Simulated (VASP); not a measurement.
Runs of VASP 6.6.1 on SrTl. The structure is cubic, space group Pm-3m (No. 221). Conventional cell: a = 4.032 Å, b = 4.032 Å, c = 4.032 Å, α = 90.00°, β = 90.00°, γ = 90.00°. Within 4.6 Å of Sr (site symmetry m-3m) lie 8 Tl at 3.49 Å and 6 Sr at 4.03 Å. Tl (site symmetry m-3m) has 8 Sr at 3.49 Å and 6 Tl at 4.03 Å within 4.6 Å. 

```csv
k mesh,gap on the mesh (eV),pressure (GPa)
7 × 7 × 7,none,-2.0
3 × 3 × 3,none,-2.5
2 × 2 × 2,none,(b)
6 × 6 × 6,none,-1.6
5 × 5 × 5,none,(a)
4 × 4 × 4,none,-1.9
```

Alike in all rows: task single point; level LDA; potentials or basis VASP PAW LDA potentials, release 64 (Sr_sv, Tl_d); no spin polarisation; cell as given; cutoff (eV) 520; smearing gaussian 0.1 eV.

**Question.** Estimate the missing entries.

**Answer.** (a) -1.1; (b) -3.1.

Caveats: some runs use coarse meshes; spin-orbit coupling is left out, which moves the levels of the heavy elements.

A k mesh can miss the band edges, and the runs leave out spin-orbit coupling on Sr, Tl.

A gap of «none» marks levels without a gap at the run's occupations.
